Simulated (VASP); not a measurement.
# La3Hf2C4 in VASP: single point with PBE

Aim: the single point of La3Hf2C4 with PBE.

Everything below comes from runs of VASP 6.6.1. Logs are shortened: lines on timing, memory, paths and dates and some standing lists are left out, and cuts for length are marked.

## Step 1: The cell of the first run

The cell holds a slab with vacuum, 9 atoms: a = 3.725 Å, b = 3.725 Å, c = 25.496 Å, α = 90.00°, β = 90.00°, γ = 120.00°.

The cell was generated, and may not be a known phase.

## Step 2: Single point, PBE

The input, INCAR:

```
SYSTEM = La3Hf2C4
ALGO = Normal
EDIFF = 1E-6
ENCUT = 600
GGA = PE
GGA_COMPAT = .FALSE.
ISIF = 2
ISMEAR = 0
LASPH = .TRUE.
LCHARG = .TRUE.
LELF = .TRUE.
LMAXMIX = 6
LREAL = .FALSE.
LVHAR = .TRUE.
LWAVE = .FALSE.
NBANDS = 44
NELM = 200
PREC = Accurate
SIGMA = 0.1
```

The input, KPOINTS:

```
k-points
0
G
  12 12 2
  0 0 0
```

The input, POSCAR:

```
La3Hf2C4
1.0
    3.7253505981      0.0000000000      0.0000000000
   -1.8626752991      3.2262482560      0.0000000000
    0.0000000000      0.0000000000     25.4957129539
La Hf C
3 2 4
Direct
    0.3333333333      0.6666666667      0.7566254330
    0.3333333333      0.6666666667      0.2433745670
    0.6666666667      0.3333333333      0.0000000000
    0.3333333333      0.6666666667      0.1109124771
    0.3333333333      0.6666666667      0.8890875229
    0.6666666667      0.3333333333      0.7238844589
    0.6666666667      0.3333333333      0.1280475840
    0.6666666667      0.3333333333      0.8719524160
    0.6666666667      0.3333333333      0.2761155411
```

Potentials or basis: VASP PAW PBE potentials, release 64 (La, Hf_pv, C).

The run is started by

```sh
> cat potpaw_PBE.64/La/POTCAR potpaw_PBE.64/Hf_pv/POTCAR potpaw_PBE.64/C/POTCAR > POTCAR
> mpirun -np 1 vasp_std > vasp.out
```

OUTCAR:

```text
SYSTEM = La3Hf2C4
   EDIFF = 1E-6
   ENCUT = 600
   GGA = PE
   ISIF = 2
   ISMEAR = 0
   LASPH = .TRUE.
   LREAL = .FALSE.
   NELM = 200
   PREC = Accurate

 ion  position               nearest neighbor table
   1  0.333  0.667  0.757-   6 2.31   6 2.31   6 2.31   5 3.38
   2  0.333  0.667  0.243-   9 2.31   9 2.31   9 2.31   4 3.38
   3  0.667  0.333  0.000-   4 3.55   5 3.55   4 3.55   5 3.55   4 3.55   5 3.55
   4  0.333  0.667  0.111-   7 2.19   7 2.19   7 2.19   2 3.38   3 3.55   3 3.55   3 3.55
   5  0.333  0.667  0.889-   8 2.19   8 2.19   8 2.19   1 3.38   3 3.55   3 3.55   3 3.55
   6  0.667  0.333  0.724-   1 2.31   1 2.31   1 2.31
   7  0.667  0.333  0.128-   4 2.19   4 2.19   4 2.19
   8  0.667  0.333  0.872-   5 2.19   5 2.19   5 2.19
   9  0.667  0.333  0.276-   2 2.31   2 2.31   2 2.31

  LATTYP: Found a hexagonal cell.
 ALAT       =     3.7253505981
 C/A-ratio  =     6.8438425546

  Lattice vectors:

 A1 = (   3.7253505981,   0.0000000000,   0.0000000000)
 A2 = (  -1.8626752991,   3.2262482560,   0.0000000000)
 A3 = (   0.0000000000,   0.0000000000,  25.4957129539)

Analysis of symmetry for initial positions (statically):
=====================================================================
 Subroutine PRICEL returns:
 Original cell was already a primitive cell.

 Routine SETGRP: Setting up the symmetry group for a
 hexagonal supercell.

 Subroutine GETGRP returns: Found 12 space group operations
 (whereof 12 operations were pure point group operations)
 out of a pool of 24 trial point group operations.

The static configuration has the point symmetry D_3h.

Analysis of symmetry for dynamics (positions and initial velocities):
=====================================================================
 Subroutine PRICEL returns:
 Original cell was already a primitive cell.

 Routine SETGRP: Setting up the symmetry group for a
 hexagonal supercell.

 Subroutine GETGRP returns: Found 12 space group operations
 (whereof 12 operations were pure point group operations)
 out of a pool of 24 trial point group operations.

The dynamic configuration has the point symmetry D_3h.

 Subroutine INISYM returns: Found 12 space group operations
 (whereof 12 operations are pure point group operations),
 and found     1 'primitive' translations

----------------------------------------------------------------------------------------

                                     Primitive cell

  volume of cell :     306.4306

  direct lattice vectors                    reciprocal lattice vectors
     3.725350598  0.000000000  0.000000000     0.268431111  0.154978774  0.000000000
    -1.862675299  3.226248256  0.000000000     0.000000000  0.309957548  0.000000000
     0.000000000  0.000000000 25.495712954     0.000000000  0.000000000  0.039222280

  length of vectors
     3.725350598  3.725350598 25.495712954     0.309957548  0.309957548  0.039222280

  position of ions in fractional coordinates (direct lattice)
     0.333333333  0.666666667  0.756625433
     0.333333333  0.666666667  0.243374567
     0.666666667  0.333333333  0.000000000
     0.333333333  0.666666667  0.110912477
     0.333333333  0.666666667  0.889087523
     0.666666667  0.333333333  0.723884459
     0.666666667  0.333333333  0.128047584
     0.666666667  0.333333333  0.871952416
     0.666666667  0.333333333  0.276115541

  ion indices of the primitive-cell ions
   primitive index   ion index
                 1           1
                 2           2
                 3           3
                 4           4
                 5           5
                 6           6
                 7           7
                 8           8
                 9           9

----------------------------------------------------------------------------------------

 KPOINTS: k-points

Automatic generation of k-mesh.
 Grid dimensions read from file:
 generate k-points for:   12   12    2

 Generating k-lattice:

  Cartesian coordinates                     Fractional coordinates (reciprocal lattice)
     0.022369259  0.012914898  0.000000000     0.083333333  0.000000000  0.000000000
     0.000000000  0.025829796  0.000000000     0.000000000  0.083333333  0.000000000
     0.000000000  0.000000000  0.019611140     0.000000000  0.000000000  0.500000000

  Length of vectors
     0.025829796  0.025829796  0.019611140

  Shift w.r.t. Gamma in fractional coordinates (k-lattice)
     0.000000000  0.000000000  0.000000000

 Subroutine IBZKPT returns following result:
 ===========================================

 Found     38 irreducible k-points:

 Following reciprocal coordinates:
            Coordinates               Weight
  0.000000  0.000000  0.000000      1.000000
  0.083333 -0.000000  0.000000      6.000000
  0.166667  0.000000  0.000000      6.000000
  0.250000  0.000000  0.000000      6.000000
  0.333333  0.000000  0.000000      6.000000
  0.416667  0.000000  0.000000      6.000000
[... 16 lines left out ...]
  0.250000  0.000000  0.500000      6.000000
  0.333333  0.000000  0.500000      6.000000
 [... further k-points ...]
   k-points           NKPTS =     38   k-points in BZ     NKDIM =     38   number of bands    NBANDS=     44
   number of dos      NEDOS =    301   number of ions     NIONS =      9
   total plane-waves  NPLWV = 189000
   dimension x,y,z NGX =    30 NGY =   30 NGZ =  210
   dimension x,y,z NGXF=    60 NGYF=   60 NGZF=  420
   ions per type =               3   2   4
   NGX,Y,Z   is equivalent  to a cutoff of  13.39, 13.39, 13.69 a.u.
   NGXF,Y,Z  is equivalent  to a cutoff of  26.78, 26.78, 27.39 a.u.
 SYSTEM =  La3Hf2C4
   PREC   = accura    normal or accurate (medium, high low for compatibility)
   ISTART =      0    job   : 0-new  1-cont  2-samecut
   ICHARG =      2    charge: 1-file 2-atom 10-const
   ISPIN  =      1    spin polarized calculation?
   LNONCOLLINEAR =      F non collinear calculations
   LSORBIT =      F    spin-orbit coupling
   LASPH  =      T    aspherical Exc in radial PAW
   ENCUT  =  600.0 eV  44.10 Ry    6.64 a.u.   7.44  7.44 50.92*2*pi/ulx,y,z
   NELM   =    200;   NELMIN=  2; NELMDL= -5     # of ELM steps
   EDIFF  = 0.1E-05   stopping-criterion for ELM
   LREAL  =      F    real-space projection
[... 7 lines left out ...]
   TEBEG  =    0.0;   TEEND  =   0.0 temperature during run
   PSTRESS=    0.0 pullay stress
   NELECT =      69.0000    total number of electrons
   NUPDOWN=      -1.0000    fix difference up-down
   EMIN   =  10.00;   EMAX   =-10.00  energy-range for DOS
   EFERMI =   0.00;   METHOD = LEGACY
   ISMEAR =     0;   SIGMA  =   0.10  broadening in eV -4-tet -1-fermi 0-gaus
   EFERMI_NEDOS =   21; number of points for ismear=-14 and -15
   IALGO  =     38    algorithm
   IMIX   =      4    mixing-type and parameters
     AMIX     =   0.40;   BMIX     =  1.00
     AMIX_MAG =   1.60;   BMIX_MAG =  1.00
  volume/ion in A,a.u.               =      34.05       229.77
  Fermi-wavevector in a.u.,A,eV,Ry     =   0.995972  1.882114 13.496440  0.991960
  Thomas-Fermi vector in A             =   2.128029
   LORBIT       =      0    0 simple, 1 ext, 2 COOP (PROOUT), +10 PAW based schemes
   GGA     = PE    functional components
   LHFCALC =     F    Hartree Fock is set to
   AEXX    =    0.0000 exact exchange contribution
   IVDW    =     0    specifies the selected vdW correction
   LEPSILON=     F    determine dielectric tensor
   LRPA    =     F    only Hartree local field effects (RPA)
 non-spin polarized calculation
 Gauss-broadening in eV      SIGMA  =   0.10
  energy-cutoff  :      600.00
  volume of cell :      306.43
 maximum number of plane-waves:     10302
 NGX is ok and might be reduce to    30
   NGX = 15   NGY = 15   NGZ =101

 number of electron      68.9999994 magnetization

 Free energy of the ion-electron system (eV)
  ---------------------------------------------------
  ext. energy  EPLUGINS =         0.00000000
  ---------------------------------------------------
  free energy    TOTEN  =       -64.89784354 eV

  energy without entropy =      -64.84682478  energy(sigma->0) =      -64.87233416

 E-fermi :   1.4505     XC(G=0):  -6.8540

 val. band max:        1.4503735152   @ k =   0.4167   0.1667   0.5000
 cond. band min:       1.4707406509   @ k =   0.4167   0.0000   0.0000
 fundamental gap:      0.0203671357
 Fermi energy:         1.4504785163

 k-point     1 :       0.0000    0.0000    0.0000
  band No.  band energies     occupation
      1     -31.1586      2.00000
      2     -29.7576      2.00000
      3     -29.7576      2.00000
      4     -28.9217      2.00000
      5     -28.9151      2.00000
      6     -28.5741      2.00000
[... 36 lines left out ...]
     43       3.6352      0.00000
     44       3.8399      0.00000

 k-point     2 :       0.0833   -0.0000    0.0000
  band No.  band energies     occupation
      1     -31.1493      2.00000
      2     -29.7456      2.00000
      3     -29.7456      2.00000
      4     -28.9204      2.00000
      5     -28.9143      2.00000
      6     -28.5851      2.00000
[... 36 lines left out ...]
     43       3.6236      0.00000
     44       3.7648      0.00000

 k-point     3 :       0.1667    0.0000    0.0000
  band No.  band energies     occupation
      1     -31.1236      2.00000
      2     -29.7126      2.00000
      3     -29.7126      2.00000
      4     -28.9170      2.00000
      5     -28.9120      2.00000
      6     -28.6148      2.00000
[... 976 lines left out ...]
     43       3.5400      0.00000
     44       3.5728      0.00000

 k-point    24 :       0.3333    0.0000    0.5000
  band No.  band energies     occupation
      1     -31.0524      2.00000
      2     -29.6205      2.00000
      3     -29.6205      2.00000
      4     -28.9076      2.00000
      5     -28.9057      2.00000
      6     -28.6951      2.00000
[... 36 lines left out ...]
     43       3.5123      0.00000
     44       3.5401      0.00000

 [... further k-points ...]

------------------------ aborting loop because EDIFF is reached ----------------------------------------

  FORCE on cell =-STRESS in cart. coord.  units (eV):
  Direction    XX          YY          ZZ          XY          YZ          ZX
  --------------------------------------------------------------------------------------
  -------------------------------------------------------------------------------------
  Total       -0.1821205     -0.1821205     -0.1404533      0.0000000     -0.0000000      0.0000000
  in kB       -0.9522202     -0.9522202     -0.7343622      0.0000000     -0.0000000      0.0000000
  external PRESSURE =      -0.8796009 kB  Pullay stress =       0.0000000 kB

 VOLUME and BASIS-vectors are now :
 -----------------------------------------------------------------------------
  energy-cutoff  :      600.00
  volume of cell :      306.43
      direct lattice vectors                 reciprocal lattice vectors
     3.725350598  0.000000000  0.000000000     0.268431111  0.154978774  0.000000000
    -1.862675299  3.226248256  0.000000000     0.000000000  0.309957548  0.000000000
     0.000000000  0.000000000 25.495712954     0.000000000  0.000000000  0.039222280

 POSITION                                       TOTAL-FORCE (eV/Angst)
 -----------------------------------------------------------------------------------
     -0.00000      2.15083     19.29070         0.000000     -0.000000      0.010058
     -0.00000      2.15083      6.20501         0.000000     -0.000000     -0.010058
      1.86268      1.07542      0.00000        -0.000000      0.000000     -0.000000
     -0.00000      2.15083      2.82779        -0.000000      0.000000      0.010528
     -0.00000      2.15083     22.66792        -0.000000      0.000000     -0.010528
      1.86268      1.07542     18.45595        -0.000000      0.000000     -0.005936
      1.86268      1.07542      3.26466        -0.000000      0.000000     -0.011609
      1.86268      1.07542     22.23105        -0.000000      0.000000      0.011609
      1.86268      1.07542      7.03976        -0.000000      0.000000      0.005936
 -----------------------------------------------------------------------------------
    total drift:                                0.000000     -0.000000      0.000000

  FREE ENERGIE OF THE ION-ELECTRON SYSTEM (eV)
  ---------------------------------------------------
  free  energy   TOTEN  =       -64.8978435425 eV

  energy  without entropy=      -64.8468247776  energy(sigma->0) =      -64.87233416
```

Run time: 38 min. Hardware: 1 thread of Intel Xeon Platinum 8488C (Sapphire Rapids), shared host; peak memory 0.87 GiB.

What came out:

| Quantity | Value |
| --- | --- |
| Free energy | -64.8978 eV |
| Largest force | 0.012 eV/Å |
| Band gap on the k mesh | zero (an odd number of electrons rules out a gap without spin polarisation) |

Forces in eV/Å, atoms in the order of the input:
```
La   0.000  0.000  0.010
La   0.000  0.000 -0.010
La   0.000  0.000  0.000
Hf   0.000  0.000  0.011
Hf   0.000  0.000 -0.011
C    0.000  0.000 -0.006
C    0.000  0.000 -0.012
C    0.000  0.000  0.012
C    0.000  0.000  0.006
```

Levels at points of the mesh, in eV from the Fermi level:
```csv
k point,band 31,band 32,band 33,band 34,band 35,band 36,band 37,band 38,band 39,band 40
"(0.00, 0.00, 0.00)",-1.40,-1.40,-1.40,-1.20,-1.18,0.25,0.89,1.54,1.54,1.63
"(0.50, 0.00, 0.00)",-0.59,-0.21,0.13,0.13,0.57,0.70,1.01,1.36,1.61,1.65
"(0.00, 0.00, 0.50)",-1.40,-1.40,-1.40,-1.20,-1.18,0.25,0.89,1.54,1.54,1.63
"(0.50, 0.00, 0.50)",-0.59,-0.21,0.13,0.13,0.57,0.70,1.01,1.36,1.61,1.65
```

Caveat: there is no dipole correction, which matters where the two faces differ; spin-orbit coupling is left out, which moves the levels of the heavy elements; an odd number of electrons without spin polarisation forces a metal; a magnetic or distorted state may lie lower.

The gap in the log of VASP goes by the Fermi energy; the results here count the filled bands.